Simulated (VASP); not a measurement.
Runs of VASP 6.6.1 on SiC. Symmetry: P6_3mc, No. 186, hexagonal system. Conventional cell: a = 3.076 Å, b = 3.076 Å, c = 5.048 Å, α = 90.00°, β = 90.00°, γ = 120.00°. Within 2.5 Å of Si (site symmetry 3m) lie 4 C at 1.88 to 1.90 Å. C (site symmetry 3m) has 4 Si at 1.88 to 1.90 Å within 2.5 Å. 

```tsv
cell	gap on the mesh (eV)	pressure (GPa)
relaxed to 2 GPa	2.36	2.0
relaxed to 15 GPa	(b)	15.0
relaxed to -2 GPa	2.39	-2.0
relaxed to 10 GPa	(a)	10.0
relaxed to 4 GPa	2.35	4.0
```

Alike in all rows: task relaxation of cell and atoms; level PBEsol; potentials or basis VASP PAW PBE potentials, release 64 (Si, C); no spin polarisation; k mesh 8 × 8 × 6; cutoff (eV) 600; smearing gaussian 0.01 eV.

Question: Estimate the missing entries.

Answer: (a) 2.31; (b) 2.28.

Caveats: the cell is relaxed towards a set pressure, so the run minimises the enthalpy, not the energy; the PAW data sets were made with another functional, which shifts forces and pressure a little.

A k mesh can miss the band edges.
